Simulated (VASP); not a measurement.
Write the native input for VASP 6.6.1 that does the following.

```
Task                   : single point
Functional             : r2SCAN
Potentials or basis    : VASP PAW PBE potentials, release 64 (Ni)
Cutoff                 : 520 eV
k mesh                 : 19 × 19 × 19
Occupations            : fermi-dirac, width 0.1 eV
Spin                   : collinear spin, ferromagnetic start
Starting moments       : [1.0] μB
Dipole correction      : no
Further INCAR settings : ALGO = Normal; EDIFF = 1e-07; NBANDS = 15
```

The system is Ni.

```
CELL_PARAMETERS angstrom
0.00000 1.76194 1.76194
1.76194 0.00000 1.76194
1.76194 1.76194 0.00000
ATOMIC_POSITIONS crystal
Ni 0.00000 0.00000 0.00000
```

These files were run (other wordings do the same):

POSCAR

```
Ni
1.0
    0.0000000000      1.7619350000      1.7619350000
    1.7619350000      0.0000000000      1.7619350000
    1.7619350000      1.7619350000      0.0000000000
Ni
1
Direct
    0.0000000000      0.0000000000      0.0000000000
```

INCAR.step1

```
SYSTEM = Ni
PREC = Accurate
ENCUT = 520
ISMEAR = -1
SIGMA = 0.1
LREAL = .FALSE.
LASPH = .TRUE.
NELM = 150
ISPIN = 2
MAGMOM = 1
LMAXMIX = 4
NBANDS = 15
GGA = PE
ALGO = Normal
EDIFF = 1E-4
LWAVE = .TRUE.
LCHARG = .FALSE.
```

INCAR.step2

```
SYSTEM = Ni
PREC = Accurate
ENCUT = 520
EDIFF = 1E-7
ISMEAR = -1
SIGMA = 0.1
LREAL = .FALSE.
LASPH = .TRUE.
NELM = 150
ALGO = Normal
ISIF = 2
LWAVE = .FALSE.
LCHARG = .FALSE.
ISPIN = 2
MAGMOM = 1
LORBIT = 11
LMAXMIX = 4
METAGGA = R2SCAN
LMIXTAU = .TRUE.
NBANDS = 15
ISTART = 1
```

KPOINTS

```
regular mesh
0
G
  19 19 19
  0 0 0
```

Potentials or basis: VASP PAW PBE potentials, release 64 (Ni).

Run with:

```bash
$ cat potpaw_PBE.64/Ni/POTCAR > POTCAR
$ cp INCAR.step1 INCAR
$ mpirun -np 1 vasp_std > vasp.out
$ cp INCAR.step2 INCAR
$ mpirun -np 1 vasp_std > vasp.out
```

It gave:

```
Pressure                                              : -7.3 GPa
Net moment                                            : 0.72 μB per cell
Site moments                                          : Ni +0.75 μB
Valence electrons inside the program's atomic spheres : Ni 9.34
```

Caveat: the PAW data sets were made with another functional, which shifts forces and pressure a little.

Wall time 6.3 min on 1 thread of AMD EPYC 7R43 64-Core Processor (Zen 3), on a shared host, peak memory 0.14 GiB.
